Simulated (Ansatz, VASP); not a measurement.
# Mn: VASP beside Ansatz

```
CELL_PARAMETERS angstrom
2.48365 0.00000 0.00000
-1.24182 2.15090 0.00000
0.00000 0.00000 4.02620
ATOMIC_POSITIONS crystal
Mn 0.66667 0.33333 0.75000
Mn 0.33333 0.66667 0.25000
```

Alike in both runs: task relaxation of cell and atoms; functional r2SCAN; k mesh 9 × 9 × 6; occupations gaussian, width 0.1 eV; collinear spin.

|  | VASP | Ansatz |
| --- | --- | --- |
| version | VASP 6.6.1 | Ansatz 0.2.0 |
| potentials or method | VASP PAW PBE potentials, release 64 (Mn_pv), cutoff 600 eV | scalar-relativistic, plane waves, PAW |
| valence electrons in the cell | 26 | 30 |

VASP gave:

| Property | Result |
| --- | --- |
| gap on the k mesh at the Fermi level, each at its own relaxed structure (eV) | none |
| net moment per atom (μB) | 0.00 |
| relaxed volume (Å³/atom) | 10.43 |
| relaxed cell length with the largest relative difference (Å) | 2.458 |

Q: What did Ansatz give for the same quantities?

A: gap on the k mesh at the Fermi level, each at its own relaxed structure (eV): none; net moment per atom (μB): 0.00; relaxed volume (Å³/atom): 10.41; relaxed cell length with the largest relative difference (Å): 2.455.

VASP's potentials were made for PBE, not for r2SCAN. A gap of «none» marks a metal or a gap that the smearing closes. VASP's potentials hold 26 valence electrons a cell and Ansatz's 30, so a difference there can come from the potentials and not from the codes. Ansatz's warnings: seeded moment not kept.
